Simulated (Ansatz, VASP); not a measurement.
Cu2Ni3: VASP beside Ansatz

```xyz
10
Lattice="2.5300 0.0000 0.0000 -1.2650 2.1911 0.0000 0.0000 0.0000 20.0943" Properties=species:S:1:pos:R:3 pbc="T T T"
Cu    0.0000    1.4607    1.0047
Cu    0.0000    1.4607   13.0613
Cu    1.2650    0.7304   19.0896
Cu    1.2650    0.7304    7.0330
Ni    0.0000    1.4607   17.0802
Ni    0.0000    1.4607    5.0236
Ni    0.0000    1.4607    9.0424
Ni    1.2650    0.7304    3.0141
Ni    1.2650    0.7304   11.0519
Ni    1.2650    0.7304   15.0707
```

Alike in both runs: task relaxation of cell and atoms; functional PBE; k mesh 6 × 6 × 1; occupations gaussian, width 0.1 eV; collinear spin.

|  | VASP | Ansatz |
| --- | --- | --- |
| version | VASP 6.6.1 | Ansatz 0.2.0 |
| potentials or method | VASP PAW PBE potentials, release 64 (Cu, Ni), cutoff 600 eV | scalar-relativistic, plane waves, PAW |
| valence electrons in the cell | 104 | 184 |

```tsv
	VASP	Ansatz	Ansatz less VASP
gap on the k mesh at the Fermi level, each at its own relaxed structure (eV)	none	none	-
net moment per atom (μB)	0.22	0.22	0.000
size of the moment on the site where the two differ most (μB)	0.35	0.37	+0.019
relaxed volume (Å³/atom)	11.28	11.27	-0.009
relaxed length of the cell vector where the two differ most in proportion (Å)	2.507	2.506	-0.0011
```

Site moments also hang on the region over which each program counts them. A gap of «none» marks a metal or a gap that the smearing closes. VASP's potentials hold 104 valence electrons a cell and Ansatz's 184, so a difference there can come from the potentials and not from the codes.

The k mesh is coarse, so the values compare programs but aren't converged.
